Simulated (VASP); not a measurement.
# Ba2VReO6 (Fm-3m) in VASP: single point with r2SCAN

Aim: the single point of Ba2VReO6 with r2SCAN.

All numbers are computed with VASP 6.6.1; they aren't measurements. Logs are shortened: lines on timing, memory, paths and dates and some standing lists are left out, and cuts for length are marked.

## (1) The cell of the first run

It takes space group Fm-3m (No. 225, cubic). Conventional cell: a = 8.158 Å, b = 8.158 Å, c = 8.158 Å, α = 90.00°, β = 90.00°, γ = 90.00°. Within 2.7 Å of Re (site symmetry m-3m) lie 6 O at 2.04 Å. Within 2.7 Å of V (site symmetry m-3m) lie 6 O at 2.04 Å. O (site symmetry 4mm) has 1 Re at 2.04 Å and 1 V at 2.04 Å within 2.7 Å. Ba (site symmetry -43m) has 12 O at 2.88 Å and 4 Re at 3.53 Å and 4 V at 3.53 Å within 3.8 Å.

## (2) Single point, r2SCAN

Contents of POSCAR:

```
Ba2VReO6
1.0
    0.0000000000      4.0787620000      4.0787620000
    4.0787620000      0.0000000000      4.0787620000
    4.0787620000      4.0787620000      0.0000000000
Re V O Ba
1 1 6 2
Direct
    0.0000000000      0.0000000000      0.0000000000
    0.5000000000      0.5000000000      0.5000000000
    0.7500000000      0.2500000000      0.2500000000
    0.2500000000      0.7500000000      0.2500000000
    0.2500000000      0.7500000000      0.7500000000
    0.7500000000      0.2500000000      0.7500000000
    0.2500000000      0.2500000000      0.7500000000
    0.7500000000      0.7500000000      0.2500000000
    0.2500000000      0.2500000000      0.2500000000
    0.7500000000      0.7500000000      0.7500000000
```

Contents of INCAR.step1:

```
PREC     = Accurate       # precision mode
ENCUT    = 660            # plane-wave cutoff, eV
ISMEAR   = -1             # smearing method
SIGMA    = 0.1            # smearing width, eV
LREAL    = F              # projectors in reciprocal space
LASPH    = T              # aspherical terms in the spheres
NELM     = 120            # most SCF steps
NBANDS   = 53             # bands
GGA      = PE             # functional
ALGO     = Normal         # electronic algorithm
EDIFF    = 1E-5           # SCF threshold, eV
LWAVE    = T              # write WAVECAR
LCHARG   = F              # write CHGCAR
GGA_COMPAT= F
```

Contents of INCAR.step2:

```
PREC     = Accurate       # precision mode
ENCUT    = 660            # plane-wave cutoff, eV
EDIFF    = 1E-6           # SCF threshold, eV
ISMEAR   = -1             # smearing method
SIGMA    = 0.1            # smearing width, eV
LREAL    = F              # projectors in reciprocal space
LASPH    = T              # aspherical terms in the spheres
NELM     = 120            # most SCF steps
ALGO     = Normal         # electronic algorithm
ISIF     = 2              # what is computed and relaxed
LWAVE    = F              # write WAVECAR
LCHARG   = T              # write CHGCAR
METAGGA  = R2SCAN         # meta-GGA
LMIXTAU  = T            
LELF     = T              # ELF
LVHAR    = T            
NBANDS   = 53             # bands
ISTART   = 1            
GGA_COMPAT= F
```

Contents of KPOINTS:

```
Automatic mesh
0
Gamma
  4 4 4
```

Potentials or basis: VASP PAW PBE potentials, release 64 (Re_sv_GW, V_sv, O, Ba_sv).

The run is started by

```console
$ cat potpaw_PBE.64/Re_sv_GW/POTCAR potpaw_PBE.64/V_sv/POTCAR potpaw_PBE.64/O/POTCAR potpaw_PBE.64/Ba_sv/POTCAR > POTCAR
$ cp INCAR.step1 INCAR
$ mpirun -np 1 vasp_std > vasp.out
$ cp INCAR.step2 INCAR
$ mpirun -np 1 vasp_std > vasp.out
```

OUTCAR:

```text
PREC = Accurate
   ENCUT = 660
   EDIFF = 1E-6
   ISMEAR = -1
   LREAL = F
   LASPH = T
   NELM = 120
   ISIF = 2
   METAGGA = R2SCAN
   ISTART = 1

 ion  position               nearest neighbor table
   1  0.000  0.000  0.000-   3 2.04   4 2.04   5 2.04   6 2.04   7 2.04   8 2.04  10 3.53  10 3.53
                            10 3.53   9 3.53   9 3.53   9 3.53  10 3.53   9 3.53
   2  0.500  0.500  0.500-   3 2.04   4 2.04   5 2.04   6 2.04   7 2.04   8 2.04   9 3.53   9 3.53
                             9 3.53  10 3.53  10 3.53  10 3.53  10 3.53   9 3.53
   3  0.750  0.250  0.250-   1 2.04   2 2.04   9 2.88  10 2.88  10 2.88   9 2.88
   4  0.250  0.750  0.250-   1 2.04   2 2.04   9 2.88  10 2.88   9 2.88  10 2.88
   5  0.250  0.750  0.750-   1 2.04   2 2.04  10 2.88   9 2.88   9 2.88  10 2.88
   6  0.750  0.250  0.750-   1 2.04   2 2.04  10 2.88   9 2.88  10 2.88   9 2.88
   7  0.250  0.250  0.750-   1 2.04   2 2.04   9 2.88   9 2.88  10 2.88  10 2.88
   8  0.750  0.750  0.250-   1 2.04   2 2.04  10 2.88  10 2.88   9 2.88   9 2.88
   9  0.250  0.250  0.250-   3 2.88   4 2.88   7 2.88   5 2.88   6 2.88   7 2.88   4 2.88   5 2.88
                             8 2.88   3 2.88   6 2.88   8 2.88   1 3.53   1 3.53   2 3.53   1 3.53
  10  0.750  0.750  0.750-   5 2.88   6 2.88   8 2.88   3 2.88   4 2.88   8 2.88   3 2.88   6 2.88
                             7 2.88   4 2.88   5 2.88   7 2.88   2 3.53   2 3.53   1 3.53   2 3.53

  LATTYP: Found a face centered cubic cell.
 ALAT       =     8.1575240000

  Lattice vectors:

 A1 = (   0.0000000000,   4.0787620000,   4.0787620000)
 A2 = (   4.0787620000,   0.0000000000,   4.0787620000)
 A3 = (   4.0787620000,   4.0787620000,   0.0000000000)

Analysis of symmetry for initial positions (statically):
=====================================================================
 Subroutine PRICEL returns:
 Original cell was already a primitive cell.

 Routine SETGRP: Setting up the symmetry group for a
 face centered cubic supercell.

 Subroutine GETGRP returns: Found 48 space group operations
 (whereof 48 operations were pure point group operations)
 out of a pool of 48 trial point group operations.

The static configuration has the point symmetry O_h .

Analysis of symmetry for dynamics (positions and initial velocities):
=====================================================================
 Subroutine PRICEL returns:
 Original cell was already a primitive cell.

 Routine SETGRP: Setting up the symmetry group for a
 face centered cubic supercell.

[... 111 lines left out ...]
   POTIM  = 0.5000    time-step for ionic-motion
   TEBEG  =    0.0;   TEEND  =   0.0 temperature during run
   PSTRESS=    0.0 pullay stress
   NELECT =      84.0000    total number of electrons
   NUPDOWN=      -1.0000    fix difference up-down
   EMIN   =  10.00;   EMAX   =-10.00  energy-range for DOS
   EFERMI =   0.00;   METHOD = LEGACY
   ISMEAR =    -1;   SIGMA  =   0.10  broadening in eV -4-tet -1-fermi 0-gaus
   EFERMI_NEDOS =   21; number of points for ismear=-14 and -15
   IALGO  =     38    algorithm
   IMIX   =      4    mixing-type and parameters
     AMIX     =   0.40;   BMIX     =  1.00
     AMIX_MAG =   1.60;   BMIX_MAG =  1.00
  volume/ion in A,a.u.               =      13.57        91.58
  Fermi-wavevector in a.u.,A,eV,Ry     =   1.395178  2.636504 26.484028  1.946521
  Thomas-Fermi vector in A             =   2.518655
   LORBIT       =      0    0 simple, 1 ext, 2 COOP (PROOUT), +10 PAW based schemes
   METAGGA = R2SCAN    functional components
   LHFCALC =     F    Hartree Fock is set to
   AEXX    =    0.0000 exact exchange contribution
   IVDW    =     0    specifies the selected vdW correction
   LEPSILON=     F    determine dielectric tensor
   LRPA    =     F    only Hartree local field effects (RPA)
 non-spin polarized calculation
  energy-cutoff  :      660.00
  volume of cell :      135.71
 maximum number of plane-waves:      5238
   NGX = 25   NGY = 25   NGZ = 25

 number of electron      83.9999992 magnetization

 Free energy of the ion-electron system (eV)
  ---------------------------------------------------
  ext. energy  EPLUGINS =         0.00000000
  ---------------------------------------------------
  free energy    TOTEN  =      -182.63312480 eV

  energy without entropy =     -182.46849755  energy(sigma->0) =     -182.55081118

 E-fermi :   5.9228     XC(G=0): -11.8647

 val. band max:        5.8902454492   @ k =   0.5000   0.0000   0.0000
 cond. band min:       5.9644238482   @ k =   0.5000   0.0000   0.0000
 fundamental gap:      0.0741783990
 Fermi energy:         5.9228317651

 k-point     1 :       0.0000    0.0000    0.0000
  band No.  band energies     occupation
      1     -78.2010      2.00000
      2     -62.5847      2.00000
      3     -39.2627      2.00000
      4     -39.2627      2.00000
      5     -39.2627      2.00000
      6     -35.2647      2.00000
[... 437 lines left out ...]
     52      11.1995      0.00000
     53      12.0300      0.00000

------------------------ aborting loop because EDIFF is reached ----------------------------------------

  FORCE on cell =-STRESS in cart. coord.  units (eV):
  Direction    XX          YY          ZZ          XY          YZ          ZX
  --------------------------------------------------------------------------------------
  -------------------------------------------------------------------------------------
  Total       -9.9825954     -9.9825954     -9.9825954     -0.0000000     -0.0000000      0.0000000
  in kB     -117.8525440   -117.8525440   -117.8525440     -0.0000000     -0.0000000      0.0000000
  external PRESSURE =    -117.8525440 kB  Pullay stress =       0.0000000 kB

 VOLUME and BASIS-vectors are now :
 -----------------------------------------------------------------------------
  energy-cutoff  :      660.00
  volume of cell :      135.71
      direct lattice vectors                 reciprocal lattice vectors
     0.000000000  4.078762000  4.078762000    -0.122586216  0.122586216  0.122586216
     4.078762000  0.000000000  4.078762000     0.122586216 -0.122586216  0.122586216
     4.078762000  4.078762000  0.000000000     0.122586216  0.122586216 -0.122586216

 POSITION                                       TOTAL-FORCE (eV/Angst)
 -----------------------------------------------------------------------------------
      0.00000      0.00000      0.00000         0.000000     -0.000000     -0.000000
      4.07876      4.07876      4.07876         0.000000     -0.000000     -0.000000
      2.03938      4.07876      4.07876        -0.211633     -0.000000     -0.000000
      4.07876      2.03938      4.07876         0.000000     -0.211633     -0.000000
      6.11814      4.07876      4.07876         0.211633     -0.000000     -0.000000
      4.07876      6.11814      4.07876         0.000000      0.211633     -0.000000
      4.07876      4.07876      2.03938         0.000000     -0.000000     -0.211633
      4.07876      4.07876      6.11814         0.000000     -0.000000      0.211633
      2.03938      2.03938      2.03938         0.000000      0.000000      0.000000
      6.11814      6.11814      6.11814        -0.000000      0.000000     -0.000000
 -----------------------------------------------------------------------------------
    total drift:                                0.000000     -0.000000     -0.000000

  FREE ENERGIE OF THE ION-ELECTRON SYSTEM (eV)
  ---------------------------------------------------
  free  energy   TOTEN  =      -182.6331247993 eV

  energy  without entropy=     -182.4684975515  energy(sigma->0) =     -182.55081118
```

OSZICAR.step1:

```text
N       E                     dE             d eps       ncg     rms          rms(c)
DAV:   1     0.943614022360E+03    0.94361E+03   -0.53261E+04   848   0.191E+03
DAV:   2    -0.233048114018E+02   -0.96692E+03   -0.93920E+03  1021   0.458E+02
DAV:   3    -0.982004560986E+02   -0.74896E+02   -0.73938E+02  1055   0.139E+02
[... 11 lines left out ...]
DAV:  15    -0.800215219519E+02    0.27953E-02   -0.10039E-02   984   0.247E-01    0.463E-01
DAV:  16    -0.800212920622E+02    0.22989E-03   -0.74280E-03  1134   0.182E-01    0.578E-01
DAV:  17    -0.800211494088E+02    0.14265E-03   -0.39833E-04   931   0.503E-02    0.417E-01
DAV:  18    -0.800211419262E+02    0.74826E-05   -0.84412E-04   926   0.582E-02    0.130E-01
DAV:  19    -0.800211332613E+02    0.86649E-05   -0.10730E-05   553   0.154E-02
   1 F= -.80021133E+02 E0= -.79938233E+02  d E =-.165801E+00
```

Wall time 5.7 min (1 thread of Intel Xeon 6975P-C (Granite Rapids), shared host); peak memory 0.4 GiB.

Results:

```yaml
Free_energy: -182.6331 eV
Pressure: -11.8 GPa
Band_gap_on_the_k_mesh: zero (bands 42 and 43 overlap by 1.91 eV)
```

Caveat: the cell stands under tension; the PAW data sets were made with another functional, which shifts forces and pressure a little; spin-orbit coupling is left out, which moves the levels of the heavy elements; the run has no spin polarisation, though such a crystal can be magnetic; semilocal functionals often make such compounds metallic where correlation or magnetic order opens a gap, which also shifts bond lengths. With open d or f shells a metallic result of r2SCAN can be an artefact of self-interaction; +U or a hybrid may open a gap.
